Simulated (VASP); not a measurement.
# Ir (R-3m) in VASP: a series of runs

Runs on Ir. Level: PBEsol. Tasks: single point.

All numbers are computed with VASP 6.6.1; they aren't measurements. Logs are shortened: lines on timing, memory, paths and dates and some standing lists are left out, and cuts for length are marked.

### 1 The cell of the first run

The structure is trigonal, space group R-3m (No. 166). The conventional cell has a = 2.673 Å, b = 2.673 Å, c = 6.678 Å, α = 90.00°, β = 90.00°, γ = 120.00°. Ir (site symmetry -3m) has 12 Ir at 2.67 to 2.71 Å within 3.5 Å.

### 2 Single point, PBEsol

Input file INCAR:

```
SYSTEM = Ir
ALGO     = Normal         ! electronic algorithm
EDIFF    = 1E-6           ! SCF threshold, eV
ENCUT    = 520            ! plane-wave cutoff, eV
GGA      = PS             ! functional
ISIF     = 2              ! what is computed and relaxed
ISMEAR   = 0              ! smearing method
LASPH    = .TRUE.         ! aspherical terms in the spheres
LCHARG   = .FALSE.        ! write CHGCAR
LREAL    = .FALSE.        ! projectors in reciprocal space
LWAVE    = .FALSE.        ! write WAVECAR
NBANDS   = 10             ! bands
NELM     = 100            ! most SCF steps
PREC     = Accurate       ! precision mode
SIGMA    = 0.1            ! smearing width, eV
```

Input file KPOINTS:

```
k-points
0
G
  15 15 15
  0 0 0
```

Input file POSCAR:

```
Ir
1.0
    2.6728587958      0.0000000000      0.0000000000
   -1.3364293979      2.3147636179      0.0000000000
    1.3364293979      0.7715878726      2.2260493450
Ir
1
Direct
    0.0000000000      0.0000000000      0.0000000000
```

Potentials or basis: VASP PAW PBE potentials, release 64 (Ir).

On the command line:

```sh
$ cat potpaw_PBE.64/Ir/POTCAR > POTCAR
$ mpirun -np 1 vasp_std > vasp.out
```

OUTCAR:

```text
SYSTEM = Ir
   EDIFF = 1E-6
   ENCUT = 520
   GGA = PS
   ISIF = 2
   ISMEAR = 0
   LASPH = .TRUE.
   LREAL = .FALSE.
   NELM = 100
   PREC = Accurate

 ion  position               nearest neighbor table
   1  0.000  0.000  0.000-

  LATTYP: Found a trigonal (rhomboedric) cell.
 ALAT       =     2.7086319549
 COS(alpha) =     0.5131198812

  Lattice vectors:

 A1 = (   0.0000000000,  -1.5431757453,   2.2260493450)
 A2 = (   1.3364293979,   0.7715878726,   2.2260493450)
 A3 = (  -1.3364293979,   0.7715878726,   2.2260493450)

Analysis of symmetry for initial positions (statically):
=====================================================================
 Subroutine PRICEL returns:
 Original cell was already a primitive cell.

 Routine SETGRP: Setting up the symmetry group for a
 trigonal (rhombohedral) supercell.

 Subroutine GETGRP returns: Found 12 space group operations
 (whereof 12 operations were pure point group operations)
 out of a pool of 12 trial point group operations.

The static configuration has the point symmetry D_3d.

Analysis of symmetry for dynamics (positions and initial velocities):
=====================================================================
 Subroutine PRICEL returns:
 Original cell was already a primitive cell.

 Routine SETGRP: Setting up the symmetry group for a
 trigonal (rhombohedral) supercell.

 Subroutine GETGRP returns: Found 12 space group operations
 (whereof 12 operations were pure point group operations)
 out of a pool of 12 trial point group operations.

The dynamic configuration has the point symmetry D_3d.

 Subroutine INISYM returns: Found 12 space group operations
 (whereof 12 operations are pure point group operations),
 and found     1 'primitive' translations

----------------------------------------------------------------------------------------

                                     Primitive cell

  volume of cell :      13.7726

  direct lattice vectors                    reciprocal lattice vectors
     2.672858796  0.000000000  0.000000000     0.374131249  0.216004777 -0.299484227
    -1.336429398  2.314763618  0.000000000     0.000000000  0.432009555 -0.149742113
     1.336429398  0.771587873  2.226049345     0.000000000  0.000000000  0.449226340

  length of vectors
     2.672858796  2.672858796  2.708631955     0.525664396  0.457225279  0.449226340

  position of ions in fractional coordinates (direct lattice)
[... 75 lines left out ...]
   ENCUT  =  520.0 eV  38.22 Ry    6.18 a.u.   4.97  4.97  5.04*2*pi/ulx,y,z
   NELM   =    100;   NELMIN=  2; NELMDL= -5     # of ELM steps
   EDIFF  = 0.1E-05   stopping-criterion for ELM
   LREAL  =      F    real-space projection
   EDIFFG = 0.1E-04   stopping-criterion for IOM
   NSW    =      0    number of steps for IOM
   IBRION =     -1    ionic relax: 0-MD 1-quasi-New 2-CG
   NFREE  =      0    steps in history (QN), initial steepest desc. (CG)
   ISIF   =      2    stress and relaxation
   ISYM   =      2    0-nonsym 1-usesym 2-fastsym
   POTIM  = 0.5000    time-step for ionic-motion
   TEBEG  =    0.0;   TEEND  =   0.0 temperature during run
   PSTRESS=    0.0 pullay stress
   NELECT =       9.0000    total number of electrons
   NUPDOWN=      -1.0000    fix difference up-down
   EMIN   =  10.00;   EMAX   =-10.00  energy-range for DOS
   EFERMI =   0.00;   METHOD = LEGACY
   ISMEAR =     0;   SIGMA  =   0.10  broadening in eV -4-tet -1-fermi 0-gaus
   EFERMI_NEDOS =   21; number of points for ismear=-14 and -15
   IALGO  =     38    algorithm
   IMIX   =      4    mixing-type and parameters
     AMIX     =   0.40;   BMIX     =  1.00
     AMIX_MAG =   1.60;   BMIX_MAG =  1.00
  volume/ion in A,a.u.               =      13.77        92.94
  Fermi-wavevector in a.u.,A,eV,Ry     =   1.420637  2.684615 27.459415  2.018210
  Thomas-Fermi vector in A             =   2.541531
   LORBIT       =      0    0 simple, 1 ext, 2 COOP (PROOUT), +10 PAW based schemes
   GGA     = PS    functional components
   LHFCALC =     F    Hartree Fock is set to
   AEXX    =    0.0000 exact exchange contribution
   IVDW    =     0    specifies the selected vdW correction
   LEPSILON=     F    determine dielectric tensor
   LRPA    =     F    only Hartree local field effects (RPA)
 non-spin polarized calculation
 Gauss-broadening in eV      SIGMA  =   0.10
  energy-cutoff  :      520.00
  volume of cell :       13.77
 maximum number of plane-waves:       380
   NGX =  9   NGY =  9   NGZ =  9

 number of electron       9.0000000 magnetization

 Free energy of the ion-electron system (eV)
  ---------------------------------------------------
  ext. energy  EPLUGINS =         0.00000000
  ---------------------------------------------------
  free energy    TOTEN  =        -9.81210533 eV

  energy without entropy =       -9.80739361  energy(sigma->0) =       -9.80974947

 E-fermi :  10.7788     XC(G=0): -14.2594

 val. band max:       10.7781674230   @ k =   0.2667   0.2667   0.1333
 cond. band min:      10.7815717390   @ k =  -0.2000   0.1333   0.3333
 fundamental gap:      0.0034043160
 Fermi energy:        10.7787613506

 k-point     1 :       0.0000    0.0000    0.0000
  band No.  band energies     occupation
      1      -0.7645      2.00000
      2       6.4388      2.00000
      3       6.7504      2.00000
      4       6.7504      2.00000
      5       9.4933      2.00000
      6       9.4933      2.00000
      7      24.9757      0.00000
      8      30.2992      0.00000
      9      30.9385      0.00000
     10      30.9385      0.00000
[... 287 lines left out ...]
 k-point    24 :      -0.0667    0.1333    0.0000
  band No.  band energies     occupation
      1      -0.2221      2.00000
      2       6.4202      2.00000
      3       6.6812      2.00000
      4       7.0371      2.00000
      5       9.1622      2.00000
      6       9.5066      2.00000
      7      25.9204      0.00000
      8      28.9220      0.00000
      9      30.8633      0.00000
     10      31.8346      0.00000

 [... further k-points ...]
[... 5 lines left out ...]
  --------------------------------------------------------------------------------------
  -------------------------------------------------------------------------------------
  Total        1.1562444      1.1562444      0.0983615      0.0000000     -0.0000000      0.0000000
  in kB      134.5063466    134.5063466     11.4424294      0.0000000     -0.0000000      0.0000000
  external PRESSURE =      93.4850409 kB  Pullay stress =       0.0000000 kB

 VOLUME and BASIS-vectors are now :
 -----------------------------------------------------------------------------
  energy-cutoff  :      520.00
  volume of cell :       13.77
      direct lattice vectors                 reciprocal lattice vectors
     2.672858796  0.000000000  0.000000000     0.374131249  0.216004777 -0.299484227
    -1.336429398  2.314763618  0.000000000     0.000000000  0.432009555 -0.149742113
     1.336429398  0.771587873  2.226049345     0.000000000  0.000000000  0.449226340

 POSITION                                       TOTAL-FORCE (eV/Angst)
 -----------------------------------------------------------------------------------
      0.00000      0.00000      0.00000         0.000000      0.000000      0.000000
 -----------------------------------------------------------------------------------
    total drift:                               -0.000000      0.000000      0.000000

  FREE ENERGIE OF THE ION-ELECTRON SYSTEM (eV)
  ---------------------------------------------------
  free  energy   TOTEN  =        -9.8121053270 eV

  energy  without entropy=       -9.8073936102  energy(sigma->0) =       -9.80974947
```

Run time: 46 s. Hardware: 1 thread of Intel Xeon 8259CL, shared host; peak memory 0.17 GiB.

Results:

```
Free energy : -9.8121 eV
Pressure    : 9.3 GPa
```

Caveat: the PAW data sets were made with another functional, which shifts forces and pressure a little; spin-orbit coupling is left out, which moves the levels of the heavy elements.

### 3 Single point, PBEsol

This run uses another cell than the first one, of 13.90 Å³/atom, 1.009 times its volume.

Input file INCAR:

```
SYSTEM = Ir
  PREC = Accurate
  ENCUT = 520
  EDIFF = 1E-6
  ISMEAR = 0
  SIGMA = 0.1
  LREAL = .FALSE.
  LASPH = .TRUE.
  NELM = 80
  ALGO = Fast
  ISIF = 2
  LWAVE = .FALSE.
  LCHARG = .FALSE.
  GGA = PS
  NBANDS = 10
```

Input file KPOINTS:

```
Automatic mesh
0
G
  15 15 15
  0 0 0
```

POSCAR: that of step 2 with these lines changed.

```diff
@@ -4,3 +4,3 @@
    -1.3364293979      2.3147636179      0.0000000000
-    1.3364293979      0.7715878726      2.2260493450
+    1.3364293979      0.7715878726      2.2466992329
 Ir
```

Potentials or basis: VASP PAW PBE potentials, release 64 (Ir).

On the command line:

```sh
$ cat potpaw_PBE.64/Ir/POTCAR > POTCAR
$ mpirun -np 1 vasp_std > vasp.out
```

OUTCAR:

```text
SYSTEM = Ir
   PREC = Accurate
   ENCUT = 520
   EDIFF = 1E-6
   ISMEAR = 0
   LREAL = .FALSE.
   LASPH = .TRUE.
   NELM = 80
   ISIF = 2
   GGA = PS

 ion  position               nearest neighbor table
   1  0.000  0.000  0.000-

  LATTYP: Found a trigonal (rhomboedric) cell.
 ALAT       =     2.7256281522
 COS(alpha) =     0.5191730253

  Lattice vectors:

 A1 = (   0.0000000000,  -1.5431757453,   2.2466992329)
 A2 = (   1.3364293979,   0.7715878726,   2.2466992329)
 A3 = (  -1.3364293979,   0.7715878726,   2.2466992329)
[... 483 lines left out ...]
      2       6.3485      2.00000
      3       6.4851      2.00000
      4       6.9804      2.00000
      5       9.0183      2.00000
      6       9.3589      2.00000
      7      25.7685      0.00000
      8      28.7883      0.00000
      9      30.5639      0.00000
     10      31.6471      0.00000

 [... further k-points ...]
[... 5 lines left out ...]
  --------------------------------------------------------------------------------------
  -------------------------------------------------------------------------------------
  Total        0.9852376      0.9852376     -0.5391679      0.0000000      0.0000000      0.0000000
  in kB      113.5596287    113.5596287    -62.1451131      0.0000000      0.0000000      0.0000000
  external PRESSURE =      54.9913815 kB  Pullay stress =       0.0000000 kB

 VOLUME and BASIS-vectors are now :
 -----------------------------------------------------------------------------
  energy-cutoff  :      520.00
  volume of cell :       13.90
      direct lattice vectors                 reciprocal lattice vectors
     2.672858796  0.000000000  0.000000000     0.374131249  0.216004777 -0.296731604
    -1.336429398  2.314763618  0.000000000     0.000000000  0.432009555 -0.148365802
     1.336429398  0.771587873  2.246699233     0.000000000  0.000000000  0.445097406

 POSITION                                       TOTAL-FORCE (eV/Angst)
 -----------------------------------------------------------------------------------
      0.00000      0.00000      0.00000        -0.000000      0.000000      0.000000
 -----------------------------------------------------------------------------------
    total drift:                                0.000000      0.000000     -0.000000

  FREE ENERGIE OF THE ION-ELECTRON SYSTEM (eV)
  ---------------------------------------------------
  free  energy   TOTEN  =        -9.8101691533 eV

  energy  without entropy=       -9.8055169846  energy(sigma->0) =       -9.80784307
```

OSZICAR:

```text
N       E                     dE             d eps       ncg     rms          rms(c)
DAV:   1     0.484294767730E+02    0.48429E+02   -0.44155E+03  6944   0.826E+02
DAV:   2    -0.954253508809E+01   -0.57972E+02   -0.55219E+02  7080   0.200E+02
DAV:   3    -0.104260152523E+02   -0.88348E+00   -0.88076E+00  8012   0.301E+01
DAV:   4    -0.104338783199E+02   -0.78631E-02   -0.78616E-02  7826   0.261E+00
DAV:   5    -0.104340279067E+02   -0.14959E-03   -0.14958E-03  7894   0.345E-01    0.166E+01
RMM:   6    -0.991284621980E+01    0.52118E+00   -0.41595E-01  7145   0.795E+00    0.645E+00
RMM:   7    -0.981522717998E+01    0.97619E-01   -0.18919E-01  7309   0.393E+00    0.151E+00
RMM:   8    -0.981511827058E+01    0.10891E-03   -0.21114E-02  8511   0.179E+00    0.134E+00
RMM:   9    -0.981295421415E+01    0.21641E-02   -0.47508E-03  8764   0.603E-01    0.619E-01
RMM:  10    -0.981012290485E+01    0.28313E-02   -0.40250E-03  7289   0.952E-01    0.337E-01
RMM:  11    -0.981022616247E+01   -0.10326E-03   -0.27285E-04  8033   0.139E-01    0.265E-01
RMM:  12    -0.981024681472E+01   -0.20652E-04   -0.70804E-05  9114   0.621E-02    0.284E-01
RMM:  13    -0.981021235003E+01    0.34465E-04   -0.16846E-05  7687   0.443E-02    0.209E-01
RMM:  14    -0.981017024775E+01    0.42102E-04   -0.10304E-04 10931   0.108E-01    0.403E-02
RMM:  15    -0.981016885005E+01    0.13977E-05   -0.14075E-05  8975   0.424E-02    0.234E-02
RMM:  16    -0.981016915330E+01   -0.30325E-06   -0.24651E-06  5988   0.142E-02
   1 F= -.98101692E+01 E0= -.98078431E+01  d E =-.465217E-02
```

stdout:

```text
POSCAR found type information on POSCAR Ir
 POSCAR found :  1 types and       1 ions
 scaLAPACK will be used
 -----------------------------------------------------------------------------
|                                                                             |
|                                                                             |
|     You enforced a specific xc type in the INCAR file but a different       |
|     I HOPE YOU KNOW WHAT YOU ARE DOING!                                     |
|                                                                             |
 -----------------------------------------------------------------------------

 LDA part: xc-table for (Slater+PW92), standard interpolation
 POSCAR, INCAR and KPOINTS ok, starting setup
 FFT: planning ... GRIDC
 FFT: planning ... GRID_SOFT
 FFT: planning ... GRID
 WAVECAR not read
 entering main loop
```

Run time: 81 s. Hardware: 1 thread of Intel Xeon 8259CL, shared host; peak memory 0.17 GiB.

Results:

```yaml
Free_energy: -9.8102 eV
Pressure: 5.5 GPa
```

Caveat: the PAW data sets were made with another functional, which shifts forces and pressure a little; spin-orbit coupling is left out, which moves the levels of the heavy elements.

### 4 Single point, PBEsol

Input file INCAR:

```
PREC = Accurate
ENCUT = 520
EDIFF = 1E-6
ISMEAR = 0
SIGMA = 0.1
LREAL = F
LASPH = T
NELM = 80
ALGO = Normal
ISIF = 2
LWAVE = F
LCHARG = F
GGA = PS
NBANDS = 10
```

Input file KPOINTS:

```
regular mesh
0
Gamma
  15 15 15
```

POSCAR: that of step 3 with these lines changed.

```diff
@@ -4,3 +4,3 @@
    -1.3364293979      2.3147636179      0.0000000000
-    1.3364293979      0.7715878726      2.2466992329
+    1.3364293979      0.7715878726      2.2260493450
 Ir
```

On the command line:

```sh
$ cat potpaw_PBE.64/Ir/POTCAR > POTCAR
$ mpirun -np 1 vasp_std > vasp.out
```

Wall time 54 s (1 thread of Intel Xeon 8259CL, shared host); peak memory 0.17 GiB.

It converged, with:

| Property | Result |
| --- | --- |
| Free energy | -9.8121 eV |
| Pressure | 9.3 GPa |

Stress tensor (GPa, compression positive):
```
13.45  0.00  0.00
 0.00 13.45  0.00
 0.00  0.00  1.14
```

Levels at points of the mesh, in eV from the Fermi level:
| k point | band 1 | band 2 | band 3 | band 4 | band 5 | band 6 | band 7 | band 8 |
| --- | --- | --- | --- | --- | --- | --- | --- | --- |
| (0.00, 0.00, 0.00) | -11.54 | -4.34 | -4.03 | -4.03 | -1.29 | -1.29 | 14.20 | 19.52 |

Caveat: the PAW data sets were made with another functional, which shifts forces and pressure a little; spin-orbit coupling is left out, which moves the levels of the heavy elements.
